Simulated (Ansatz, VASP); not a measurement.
## Two plane-wave programs on CuO

```
Cu O
1.0
     4.17442    0.00000    0.33057
     0.00000    4.15212    0.00000
    -0.41249    0.00000    5.20160
Cu O
4 4
Direct
  0.25000 0.25000 0.00000
  0.25000 0.75000 0.50000
  0.75000 0.75000 0.00000
  0.75000 0.25000 0.50000
  0.50000 0.99996 0.25000
  0.50000 0.00004 0.75000
  0.00000 0.49996 0.25000
  0.00000 0.50004 0.75000
```

Alike in both runs: task single point; functional PBE; k mesh 6 × 6 × 4; occupations gaussian, width 0.05 eV; collinear spin; Hubbard terms Cu d U = 4.0 eV.

```csv
,VASP,Ansatz
version,VASP 6.6.1,Ansatz 0.2.0
potentials or method,"VASP PAW PBE potentials, release 64 (Cu, O), cutoff 520 eV","scalar-relativistic, plane waves, PAW"
valence electrons in the cell,68,100
```

VASP gave:

```
gap on the k mesh at the Fermi level (eV)                     : 0.34
least direct gap on the mesh (eV)                             : 0.70
pressure (GPa)                                                : -2.8
net moment per atom (μB)                                      : 0.00
size of the moment on the site where the two differ most (μB) : 0.60
```

Estimate Ansatz's values.

gap on the k mesh at the Fermi level (eV): 0.02; least direct gap on the mesh (eV): 0.38; pressure (GPa): -0.1; net moment per atom (μB): 0.00; size of the moment on the site where the two differ most (μB): 0.55.

Site moments also hang on the region over which each program counts them. The programs project onto different local orbitals, so the same U acts differently, and such runs can settle in different states. VASP's potentials hold 68 valence electrons a cell and Ansatz's 100, so a difference there can come from the potentials and not from the codes. Ansatz's warnings: filled band counts differ across k points.
